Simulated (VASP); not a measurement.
V: single point with PBEsol

V:

```xyz
3
Lattice="1.2869 0.7430 6.9631 -1.2869 0.7430 6.9631 0.0000 -1.4860 6.9631" Properties=species:S:1:pos:R:3 pbc="T T T"
V     0.0000    0.0000    0.0000
V     0.0000    0.0000    4.6422
V     0.0000    0.0000   16.2472
```

```yaml
Program: VASP 6.6.1
Task: single point
Functional: PBEsol
Potentials_or_basis: VASP PAW PBE potentials, release 64 (V_sv)
Cutoff: 520 eV
k_mesh: 9 × 9 × 9
Occupations: gaussian, width 0.1 eV
Spin: no spin polarisation
```

```yaml
Pressure: 0.3 GPa
Largest_force: 0.007 eV/Å
Band_gap_on_the_k_mesh: zero (an odd number of electrons rules out a gap without spin polarisation)
```

Forces on the atoms (eV/Å):
```
V    0.000  0.000  0.000
V    0.000  0.000  0.007
V    0.000  0.000 -0.007
```

Stress tensor (GPa, compression positive):
```
0.39 0.00 0.00
0.00 0.39 0.00
0.00 0.00 0.22
```

Levels at points of the mesh, in eV from the Fermi level:
| k point | band 15 | band 16 | band 17 | band 18 | band 19 | band 20 | band 21 | band 22 | band 23 | band 24 |
| --- | --- | --- | --- | --- | --- | --- | --- | --- | --- | --- |
| (0.00, 0.00, 0.00) | -4.19 | -0.95 | -0.95 | -0.57 | 0.29 | 0.29 | 0.39 | 0.39 | 0.61 | 0.61 |

Run time: 16 min on 1 thread of Intel(R) Xeon(R) Platinum 8488C (Sapphire Rapids), with other jobs on the host, peak memory 0.39 GiB.

Caveat: the PAW data sets were made with another functional, which shifts forces and pressure a little.
